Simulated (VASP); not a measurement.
# BP (F-43m) in VASP: notebook, part 2 of 2

VASP 6.6.1. Earlier steps stand in the parts before.

### 4 Single point, PBE (strain +4.0%)

Contents of INCAR:

```
SYSTEM = BP
PREC = Accurate ; ENCUT = 520
EDIFF = 1E-6 ; ISMEAR = 0
SIGMA = 0.01 ; LREAL = .False.
LASPH = .True. ; NELM = 80
ALGO = Normal ; ISIF = 2
LWAVE = .False. ; LCHARG = .True.
GGA = PE ; LELF = .True.
LVHAR = .True. ; NBANDS = 11
```

Contents of KPOINTS:

```
regular mesh
0
Gamma
  6 6 6
  0 0 0
```

Contents of POSCAR:

```
BP
1.0
    0.0000000000      2.3590482957      2.3590482957
    2.3590482957      0.0000000000      2.3590482957
    2.3590482957      2.3590482957      0.0000000000
B P
1 1
Direct
    0.0000000000      0.0000000000      0.0000000000
    0.2500000000      0.2500000000      0.2500000000
```

Potentials or basis: VASP PAW PBE potentials, release 64 (B, P).

Run with:

```console
cat potpaw_PBE.64/B/POTCAR potpaw_PBE.64/P/POTCAR > POTCAR
mpirun -np 1 vasp_std > vasp.out
```

OUTCAR:

```text
SYSTEM = BP
   PREC = Accurate
   ENCUT = 520
   EDIFF = 1E-6
   ISMEAR = 0
   LREAL = .False.
   LASPH = .True.
   NELM = 80
   ISIF = 2
   GGA = PE

 ion  position               nearest neighbor table
   1  0.000  0.000  0.000-   2 2.04   2 2.04   2 2.04   2 2.04
   2  0.250  0.250  0.250-   1 2.04   1 2.04   1 2.04   1 2.04

  LATTYP: Found a face centered cubic cell.
 ALAT       =     4.7180965914

  Lattice vectors:

 A1 = (   0.0000000000,   2.3590482957,   2.3590482957)
 A2 = (   2.3590482957,   0.0000000000,   2.3590482957)
 A3 = (   2.3590482957,   2.3590482957,   0.0000000000)

Analysis of symmetry for initial positions (statically):
=====================================================================
 Subroutine PRICEL returns:
 Original cell was already a primitive cell.

 Routine SETGRP: Setting up the symmetry group for a
 face centered cubic supercell.

 Subroutine GETGRP returns: Found 24 space group operations
 (whereof 24 operations were pure point group operations)
 out of a pool of 48 trial point group operations.

The static configuration has the point symmetry T_d .

Analysis of symmetry for dynamics (positions and initial velocities):
=====================================================================
 Subroutine PRICEL returns:
 Original cell was already a primitive cell.

 Routine SETGRP: Setting up the symmetry group for a
 face centered cubic supercell.

 Subroutine GETGRP returns: Found 24 space group operations
 (whereof 24 operations were pure point group operations)
 out of a pool of 48 trial point group operations.

The dynamic configuration has the point symmetry T_d .

 Subroutine INISYM returns: Found 24 space group operations
 (whereof 24 operations are pure point group operations),
 and found     1 'primitive' translations

----------------------------------------------------------------------------------------

                                     Primitive cell

  volume of cell :      26.2567

  direct lattice vectors                    reciprocal lattice vectors
     0.000000000  2.359048296  2.359048296    -0.211949879  0.211949879  0.211949879
     2.359048296  0.000000000  2.359048296     0.211949879 -0.211949879  0.211949879
     2.359048296  2.359048296  0.000000000     0.211949879  0.211949879 -0.211949879

  length of vectors
     3.336198094  3.336198094  3.336198094     0.367107958  0.367107958  0.367107958

  position of ions in fractional coordinates (direct lattice)
     0.000000000  0.000000000  0.000000000
     0.250000000  0.250000000  0.250000000

  ion indices of the primitive-cell ions
   primitive index   ion index
                 1           1
                 2           2

----------------------------------------------------------------------------------------

 KPOINTS: regular mesh

Automatic generation of k-mesh.
 Grid dimensions read from file:
 generate k-points for:    6    6    6

 Generating k-lattice:

  Cartesian coordinates                     Fractional coordinates (reciprocal lattice)
    -0.035324980  0.035324980  0.035324980     0.166666667  0.000000000  0.000000000
     0.035324980 -0.035324980  0.035324980     0.000000000  0.166666667  0.000000000
     0.035324980  0.035324980 -0.035324980     0.000000000  0.000000000  0.166666667

  Length of vectors
     0.061184660  0.061184660  0.061184660

  Shift w.r.t. Gamma in fractional coordinates (k-lattice)
     0.000000000  0.000000000  0.000000000

 Subroutine IBZKPT returns following result:
 ===========================================

 Found     16 irreducible k-points:

 Following reciprocal coordinates:
            Coordinates               Weight
  0.000000  0.000000  0.000000      1.000000
  0.166667  0.000000  0.000000      8.000000
  0.333333  0.000000  0.000000      8.000000
  0.500000  0.000000  0.000000      4.000000
  0.166667  0.166667  0.000000      6.000000
  0.333333  0.166667  0.000000     24.000000
[... 8 lines left out ...]
 -0.333333  0.333333  0.166667     24.000000
 -0.333333  0.500000  0.166667     12.000000
   k-points           NKPTS =     16   k-points in BZ     NKDIM =     16   number of bands    NBANDS=     11
   number of dos      NEDOS =    301   number of ions     NIONS =      2
   total plane-waves  NPLWV =  21952
   dimension x,y,z NGX =    28 NGY =   28 NGZ =   28
   dimension x,y,z NGXF=    56 NGYF=   56 NGZF=   56
   ions per type =               1   1
   NGX,Y,Z   is equivalent  to a cutoff of  13.95, 13.95, 13.95 a.u.
   NGXF,Y,Z  is equivalent  to a cutoff of  27.91, 27.91, 27.91 a.u.
 SYSTEM =  BP
   PREC   = accura    normal or accurate (medium, high low for compatibility)
   ISTART =      0    job   : 0-new  1-cont  2-samecut
   ICHARG =      2    charge: 1-file 2-atom 10-const
   ISPIN  =      1    spin polarized calculation?
   LNONCOLLINEAR =      F non collinear calculations
   LSORBIT =      F    spin-orbit coupling
   LASPH  =      T    aspherical Exc in radial PAW
   ENCUT  =  520.0 eV  38.22 Ry    6.18 a.u.   6.20  6.20  6.20*2*pi/ulx,y,z
   NELM   =     80;   NELMIN=  2; NELMDL= -5     # of ELM steps
   EDIFF  = 0.1E-05   stopping-criterion for ELM
   LREAL  =      F    real-space projection
   EDIFFG = 0.1E-04   stopping-criterion for IOM
   NSW    =      0    number of steps for IOM
   IBRION =     -1    ionic relax: 0-MD 1-quasi-New 2-CG
   NFREE  =      0    steps in history (QN), initial steepest desc. (CG)
   ISIF   =      2    stress and relaxation
   ISYM   =      2    0-nonsym 1-usesym 2-fastsym
   POTIM  = 0.5000    time-step for ionic-motion
   TEBEG  =    0.0;   TEEND  =   0.0 temperature during run
   PSTRESS=    0.0 pullay stress
   NELECT =       8.0000    total number of electrons
   NUPDOWN=      -1.0000    fix difference up-down
   EMIN   =  10.00;   EMAX   =-10.00  energy-range for DOS
   EFERMI =   0.00;   METHOD = LEGACY
   ISMEAR =     0;   SIGMA  =   0.01  broadening in eV -4-tet -1-fermi 0-gaus
   EFERMI_NEDOS =   21; number of points for ismear=-14 and -15
   IALGO  =     38    algorithm
   IMIX   =      4    mixing-type and parameters
     AMIX     =   0.40;   BMIX     =  1.00
     AMIX_MAG =   1.60;   BMIX_MAG =  1.00
  volume/ion in A,a.u.               =      13.13        88.59
  Fermi-wavevector in a.u.,A,eV,Ry     =   1.101602  2.081726 16.511033  1.213527
  Thomas-Fermi vector in A             =   2.238032
   LORBIT       =      0    0 simple, 1 ext, 2 COOP (PROOUT), +10 PAW based schemes
   GGA     = PE    functional components
   LHFCALC =     F    Hartree Fock is set to
   AEXX    =    0.0000 exact exchange contribution
   IVDW    =     0    specifies the selected vdW correction
   LEPSILON=     F    determine dielectric tensor
   LRPA    =     F    only Hartree local field effects (RPA)
 non-spin polarized calculation
 Gauss-broadening in eV      SIGMA  =   0.01
  energy-cutoff  :      520.00
  volume of cell :       26.26
 maximum number of plane-waves:       725
 NGX is ok and might be reduce to    28
   NGX = 13   NGY = 13   NGZ = 13

 number of electron       8.0000001 magnetization

 Free energy of the ion-electron system (eV)
  ---------------------------------------------------
  ext. energy  EPLUGINS =         0.00000000
  ---------------------------------------------------
  free energy    TOTEN  =       -12.77946847 eV

  energy without entropy =      -12.77946847  energy(sigma->0) =      -12.77946847

 E-fermi :   6.1538     XC(G=0): -10.4077

 val. band max:        6.1108154589   @ k =   0.0000   0.0000   0.0000
 cond. band min:       7.6040160724   @ k =   0.3333   0.3333   0.0000
 fundamental gap:      1.4932006135
 Fermi energy:         6.1537856040

 k-point     1 :       0.0000    0.0000    0.0000
  band No.  band energies     occupation
      1      -8.3466      2.00000
      2       6.1108      2.00000
      3       6.1108      2.00000
      4       6.1108      2.00000
      5       9.3615      0.00000
      6       9.3615      0.00000
      7       9.3615      0.00000
      8      11.7797      0.00000
      9      16.8916      0.00000
     10      17.9213      0.00000
     11      17.9213      0.00000
[... 197 lines left out ...]
 k-point    16 :      -0.3333    0.5000    0.1667
  band No.  band energies     occupation
      1      -3.9503      2.00000
      2      -1.5961      2.00000
      3       1.3963      2.00000
      4       1.5311      2.00000
      5       9.9464      0.00000
      6      10.3684      0.00000
      7      14.5368      0.00000
      8      15.0809      0.00000
      9      18.2166      0.00000
     10      21.0917      0.00000
     11      21.3644      0.00000

------------------------ aborting loop because EDIFF is reached ----------------------------------------

  FORCE on cell =-STRESS in cart. coord.  units (eV):
  Direction    XX          YY          ZZ          XY          YZ          ZX
  --------------------------------------------------------------------------------------
  -------------------------------------------------------------------------------------
  Total       -2.3712256     -2.3712256     -2.3712256      0.0000000      0.0000000      0.0000000
  in kB     -144.6914816   -144.6914816   -144.6914816      0.0000000      0.0000000      0.0000000
  external PRESSURE =    -144.6914816 kB  Pullay stress =       0.0000000 kB

 VOLUME and BASIS-vectors are now :
 -----------------------------------------------------------------------------
  energy-cutoff  :      520.00
  volume of cell :       26.26
      direct lattice vectors                 reciprocal lattice vectors
     0.000000000  2.359048296  2.359048296    -0.211949879  0.211949879  0.211949879
     2.359048296  0.000000000  2.359048296     0.211949879 -0.211949879  0.211949879
     2.359048296  2.359048296  0.000000000     0.211949879  0.211949879 -0.211949879

 POSITION                                       TOTAL-FORCE (eV/Angst)
 -----------------------------------------------------------------------------------
      0.00000      0.00000      0.00000        -0.000000     -0.000000     -0.000000
      1.17952      1.17952      1.17952         0.000000      0.000000      0.000000
 -----------------------------------------------------------------------------------
    total drift:                                0.000000      0.000000      0.000000

  FREE ENERGIE OF THE ION-ELECTRON SYSTEM (eV)
  ---------------------------------------------------
  free  energy   TOTEN  =       -12.7794684664 eV

  energy  without entropy=      -12.7794684664  energy(sigma->0) =      -12.77946847
```

OSZICAR:

```text
N       E                     dE             d eps       ncg     rms          rms(c)
DAV:   1     0.933052005439E+01    0.93305E+01   -0.38614E+03   352   0.649E+02
DAV:   2    -0.125431644538E+02   -0.21874E+02   -0.20623E+02   489   0.998E+01
DAV:   3    -0.132639918976E+02   -0.72083E+00   -0.71892E+00   436   0.165E+01
DAV:   4    -0.132675294529E+02   -0.35376E-02   -0.35369E-02   419   0.137E+00
DAV:   5    -0.132675494092E+02   -0.19956E-04   -0.19956E-04   448   0.100E-01    0.608E+00
DAV:   6    -0.128457477960E+02    0.42180E+00   -0.10811E+00   397   0.418E+00    0.330E+00
DAV:   7    -0.127852839044E+02    0.60464E-01   -0.13800E-01   421   0.188E+00    0.120E+00
DAV:   8    -0.127788887106E+02    0.63952E-02   -0.22198E-02   403   0.826E-01    0.150E-01
DAV:   9    -0.127792505108E+02   -0.36180E-03   -0.75765E-04   397   0.172E-01    0.811E-02
DAV:  10    -0.127794560497E+02   -0.20554E-03   -0.25162E-04   395   0.987E-02    0.249E-02
DAV:  11    -0.127794673323E+02   -0.11283E-04   -0.11277E-05   455   0.223E-02    0.238E-02
DAV:  12    -0.127794685890E+02   -0.12567E-05   -0.40776E-06   376   0.101E-02    0.850E-03
DAV:  13    -0.127794684664E+02    0.12255E-06   -0.90278E-08   203   0.206E-03
   1 F= -.12779468E+02 E0= -.12779468E+02  d E =-.750094E-12
```

Run time: 3.3 s. Hardware: 1 thread of Intel Xeon 6975P-C (Granite Rapids), shared host; peak memory 0.14 GiB.

What came out:

```yaml
Free_energy: -12.7795 eV
Pressure: -14.5 GPa
Band_gap_on_the_k_mesh: 1.49 eV, indirect (least direct gap 3.25 eV)
```

Levels at points of the mesh, in eV from the valence-band top:
| k point | band 1 | band 2 | band 3 | band 4 | band 5 | band 6 | band 7 | band 8 | band 9 |
| --- | --- | --- | --- | --- | --- | --- | --- | --- | --- |
| (0.00, 0.00, 0.00) | -14.46 | 0.00 | 0.00 | 0.00 | 3.25 | 3.25 | 3.25 | 5.67 | 10.78 |
| (0.50, 0.00, 0.00) | -11.56 | -8.23 | -1.61 | -1.61 | 3.11 | 4.63 | 4.63 | 9.71 | 13.78 |
| (0.50, 0.50, 0.00) | -10.20 | -8.00 | -3.70 | -3.70 | 1.54 | 1.77 | 11.05 | 11.05 | 13.90 |

Caveat: the cell differs from its parent crystal (strain +4.0%).

### 5 The runs side by side

```csv
cell,gap on the mesh (eV),pressure (GPa)
"a = 3.272 Å, angles 60.0°, 2 atoms",1.44,-7.7
"a = 3.304 Å, angles 60.0°, 2 atoms",1.47,-11.3
"a = 3.336 Å, angles 60.0°, 2 atoms",1.49,-14.5
```

Alike in all rows: task single point; level PBE; potentials or basis VASP PAW PBE potentials, release 64 (B, P); no spin polarisation; k mesh 6 × 6 × 6; cutoff (eV) 520; smearing gaussian 0.01 eV.

Absolute energies hang on the potentials; compare differences alone.
